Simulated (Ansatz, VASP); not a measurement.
## InP: VASP beside Ansatz

Contents of INCAR:

```
  PREC = Accurate
  ENCUT = 500
  EDIFF = 1E-6
  ISMEAR = 0
  SIGMA = 0.02
  LREAL = F
  LASPH = T
  NELM = 120
  ALGO = Normal
  ISIF = 2
  LWAVE = F
  LCHARG = F
  GGA = PE
  NBANDS = 16
  GGA_COMPAT = F
```

KPOINTS

```
Automatic mesh
0
Gamma
  8 8 8
```

The input POSCAR:

```
InP
1.0
    0.0000000000      2.9432096588      2.9432096588
    2.9432096588      0.0000000000      2.9432096588
    2.9432096588      2.9432096588      0.0000000000
In P
1 1
Direct
    0.0000000000      0.0000000000      0.0000000000
    0.2500000000      0.2500000000      0.2500000000
```

Input for Ansatz:

```yaml
crystal:
  lattice:
    - [0.0, 2.9432096615, 2.9432096615]
    - [2.9432096615, 0.0, 2.9432096615]
    - [2.9432096615, 2.9432096615, 0.0]
  atoms:
    - { symbol: In, position: [0.0, 0.0, 0.0] }
    - { symbol: P, position: [0.25, 0.25, 0.25] }
basis:
  ecutwfc: 420
kpoints:
  mp_grid: { grid: [8, 8, 8] }
  band_path:
    path:
      - [[0.0, 0.0, 0.0], [-0.5, -0.5, 0.0], [-0.375, -0.375, 0.25]]
      - [[-0.375, 0.0, 0.375], [0.0, 0.0, 0.0], [0.0, 0.0, 0.5], [-0.5, -0.25, 0.25], [-0.5, -0.5, 0.0]]
    npoints: 10
hamiltonian:
  xc: pbe
  pseudopotentials: { kind: paw, azcp: { folder: soft_1 } }
scf:
  occupations: { method: gaussian, width: 0.02 }
  n_extra_bands: 7
output:
  forces: true
  stress: true
  eigenvalues: true
```

Alike in both runs: task single point; functional PBE; k mesh 8 × 8 × 8; occupations gaussian, width 0.02 eV; no spin polarisation.

|  | VASP | Ansatz |
| --- | --- | --- |
| version | VASP 6.6.1 | Ansatz 0.2.0 |
| potentials or method | VASP PAW PBE potentials, release 64 (In_d, P), cutoff 500 eV | scalar-relativistic, plane waves, PAW |
| valence electrons in the cell | 18 | 18 |

```csv
,VASP,Ansatz,Ansatz less VASP
gap on the k mesh at the Fermi level (eV),0.64,0.64,+0.002
least direct gap on the mesh (eV),0.64,0.64,+0.002
pressure (GPa),2.3,2.4,+0.07
```

With one functional, cell and mesh, what is left measures potentials, basis and numerics.
